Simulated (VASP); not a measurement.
The system is Ba3ZnO4.

```
CELL_PARAMETERS angstrom
5.09133 0.00000 0.00000
0.00000 5.09133 0.00000
0.00000 0.00000 5.09133
ATOMIC_POSITIONS crystal
Ba 0.00000 0.50000 0.50000
Ba 0.50000 0.00000 0.50000
Ba 0.50000 0.50000 0.00000
Zn 0.00000 0.00000 0.00000
O 0.50000 0.00000 0.00000
O 0.50000 0.50000 0.50000
O 0.00000 0.00000 0.50000
O 0.00000 0.50000 0.00000
```

The cell was built from a structure type or drawn by symmetry, and may not be a known phase.

* Program: VASP 6.6.1
* Task: relaxation of cell and atoms
* Functional: PBE
* Potentials or basis: VASP PAW PBE potentials, release 64 (Ba_sv, Zn, O)
* Cutoff: 600 eV
* k mesh: 4 × 4 × 4
* Occupations: gaussian, width 0.1 eV
* Spin: no spin polarisation

At the start: pressure 21.7 GPa; volume 16.50 Å³/atom.

Problem. Where does the relaxation end?

Solution. Over 3 steps the energy falls by 201.9 meV/atom and the volume is 20.05 Å³/atom (+21.5 %); space group Pm-3m (No. 221, to 0.1 Å) before and after.

The path:
| step | energy change (eV) | largest force (eV/Å) | pressure (GPa) | volume (Å³) |
| --- | --- | --- | --- | --- |
| 1 | 0.0000 | 0.0000 | 21.74 | 131.98 |
| 2 | -1.2163 | 0.0000 | -6.12 | 179.51 |
| 3 | -1.6149 | 0.0000 | 0.08 | 160.41 |

Final structure:
```xyz
8
Lattice="5.4334 0.0000 0.0000 0.0000 5.4334 0.0000 0.0000 0.0000 5.4334" Properties=species:S:1:pos:R:3 pbc="T T T"
Ba    0.0000    2.7167    2.7167
Ba    2.7167    0.0000    2.7167
Ba    2.7167    2.7167    0.0000
Zn    0.0000    0.0000    0.0000
O     2.7167    0.0000    0.0000
O     2.7167    2.7167    2.7167
O     0.0000    0.0000    2.7167
O     0.0000    2.7167    0.0000
```

Caveat: the volume moved by over 15 % at a fixed basis, so the end points are rough.
